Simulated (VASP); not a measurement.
Wanted: the native input for a VASP 6.6.1 run.

```
Task                   : single point
Functional             : LDA
Potentials or basis    : VASP PAW LDA potentials, release 64 (Ta_pv, Ag, O)
Cutoff                 : 520 eV
k mesh                 : 4 × 4 × 4
Occupations            : gaussian, width 0.01 eV
Spin                   : no spin polarisation
Dipole correction      : no
Further INCAR settings : ALGO = Normal; EDIFF = 1e-06; NBANDS = 28
```

The structure of TaAgO3 lies in POSCAR:

```
TaAgO3
1.0
    3.9993700000      0.0000000000      0.0000000000
    0.0000000000      3.9993700000      0.0000000000
    0.0000000000      0.0000000000      3.9993700000
Ta Ag O
1 1 3
Direct
    0.0000000000      0.0000000000      0.0000000000
    0.5000000000      0.5000000000      0.5000000000
    0.0000000000      0.0000000000      0.5000000000
    0.0000000000      0.5000000000      0.0000000000
    0.5000000000      0.0000000000      0.0000000000
```

The input as run:

INCAR

```
PREC     = Accurate       # precision mode
ENCUT    = 520            # plane-wave cutoff, eV
EDIFF    = 1E-6           # SCF threshold, eV
ISMEAR   = 0              # smearing method
SIGMA    = 0.01           # smearing width, eV
LREAL    = False          # projectors in reciprocal space
LASPH    = True           # aspherical terms in the spheres
NELM     = 80             # most SCF steps
ALGO     = Normal         # electronic algorithm
ISIF     = 2              # what is computed and relaxed
LWAVE    = False          # write WAVECAR
LCHARG   = False          # write CHGCAR
NBANDS   = 28             # bands
```

KPOINTS

```
Automatic mesh
0
Gamma
  4 4 4
```

Potentials or basis: VASP PAW LDA potentials, release 64 (Ta_pv, Ag, O).

Run with:

```bash
$ cat potpaw_LDA.64/Ta_pv/POTCAR potpaw_LDA.64/Ag/POTCAR potpaw_LDA.64/O/POTCAR > POTCAR
$ mpirun -np 1 vasp_std > vasp.out
```

It gave:

```yaml
Pressure: -11.7 GPa
Band_gap_on_the_k_mesh: 1.49 eV, indirect (least direct gap 2.06 eV)
```

Caveat: spin-orbit coupling is left out, which moves the levels of the heavy elements.

Run time: 16 s on 1 thread of Intel(R) Xeon(R) Platinum 8488C (Sapphire Rapids), with other jobs on the host, peak memory 0.16 GiB.
